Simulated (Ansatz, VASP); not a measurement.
## One calculation of MgO, two programs

Contents of INCAR:

```
  PREC = Accurate
  ENCUT = 520
  EDIFF = 1E-6
  ISMEAR = 0
  SIGMA = 0.05
  LREAL = False
  LASPH = True
  NELM = 60
  ALGO = Normal
  ISIF = 2
  LWAVE = False
  LCHARG = True
  LELF = True
  LVHAR = True
  NBANDS = 16
```

KPOINTS

```
Automatic mesh
0
Gamma
  6 6 6
```

The input POSCAR:

```
MgO
1.0
    3.4863778627      0.0000000000      0.0000000000
   -1.7431889314      3.0192917963      0.0000000000
    0.0000000000      0.0000000000      4.1780412200
Mg O
2 2
Direct
    0.6866615424      0.3479705982      0.7500000000
    0.3533282090      0.6813039316      0.2500000000
    0.6666666667      0.3333333333      0.2500000000
    0.3333333333      0.6666666667      0.7500000000
```

Input for Ansatz:

```yaml
crystal:
  lattice:
    - [3.4863778627, 0.0, 0.0]
    - [-1.7431889314, 3.0192917963, 0.0]
    - [0.0, 0.0, 4.17804122]
  atoms:
    - { symbol: Mg, position: [0.6866615424, 0.3479705982, 0.75] }
    - { symbol: Mg, position: [0.353328209, 0.6813039316, 0.25] }
    - { symbol: O, position: [0.6666666667, 0.3333333333, 0.25] }
    - { symbol: O, position: [0.3333333333, 0.6666666667, 0.75] }
basis:
  ecutwfc: 420
kpoints:
  mp_grid: { grid: [6, 6, 6] }
hamiltonian:
  xc: lda
scf:
  occupations: { method: gaussian, width: 0.05 }
output:
  forces: true
  stress: true
  eigenvalues: true
```

Change from the starting cell: all Mg atoms moved +0.062 Å, as atom 1 along Cartesian [1 1 0].

Alike in both runs: task single point; functional LDA; k mesh 6 × 6 × 6; occupations gaussian, width 0.05 eV; no spin polarisation.

```csv
,VASP,Ansatz
version,VASP 6.6.1,Ansatz 0.2.0
potentials or method,"VASP PAW LDA potentials, release 64 (Mg, O), cutoff 520 eV","scalar-relativistic, plane waves, PAW"
valence electrons in the cell,16,32
```

```tsv
	VASP	Ansatz	Ansatz less VASP
gap on the k mesh at the Fermi level (eV)	3.33	3.33	+0.004
least direct gap on the mesh (eV)	3.33	3.33	+0.004
pressure (GPa)	-5.4	-3.7	+1.71
traceless stress, the component that is largest in VASP (GPa)	-0.45	-0.55	-0.102
rms of the force components (eV/Å)	0.314	0.307	-0.0069
```

LDA's correlation is that of Perdew and Zunger in VASP and of Perdew and Wang (1992) in Ansatz. Atom by atom the forces differ by 0.007 eV/Å (rms over components). VASP's potentials hold 16 valence electrons a cell and Ansatz's 32, so a difference there can come from the potentials and not from the codes.
